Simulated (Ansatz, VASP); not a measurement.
AlGa3N2 in VASP and in Ansatz

```
CELL_PARAMETERS angstrom
5.69700 0.00000 0.00000
-2.84850 4.93374 0.00000
0.00000 0.00000 2.88220
ATOMIC_POSITIONS crystal
Al 0.00000 0.00000 0.00000
Ga 0.50000 0.50000 0.50000
Ga 0.50000 0.00000 0.50000
Ga 0.00000 0.50000 0.50000
N 0.66667 0.33333 0.00000
N 0.33333 0.66667 0.00000
```

Change from the starting cell: species swapped into the CeZn3Pd2 type (P6/mmm, No. 191).

Alike in both runs: functional PBE; k mesh 6 × 6 × 6; occupations gaussian, width 0.1 eV; no spin polarisation.

Ansatz relaxed the structure, and its values are those at the end. VASP's run is a single point on that final structure, the one shown.

|  | VASP | Ansatz |
| --- | --- | --- |
| version | VASP 6.6.1 | Ansatz 0.2.0 |
| potentials or method | VASP PAW PBE potentials, release 64 (Al, Ga_d, N), cutoff 520 eV | scalar-relativistic, plane waves, PAW |
| valence electrons in the cell | 52 | 52 |

|  | VASP | Ansatz | Ansatz less VASP |
| --- | --- | --- | --- |
| gap on the k mesh at the Fermi level (eV) | none | none | - |
| pressure (GPa) | 0.5 | 0.1 | -0.36 |

A gap of «none» marks a metal or a gap that the smearing closes.

The k mesh is coarse, so the values compare programs but aren't converged.
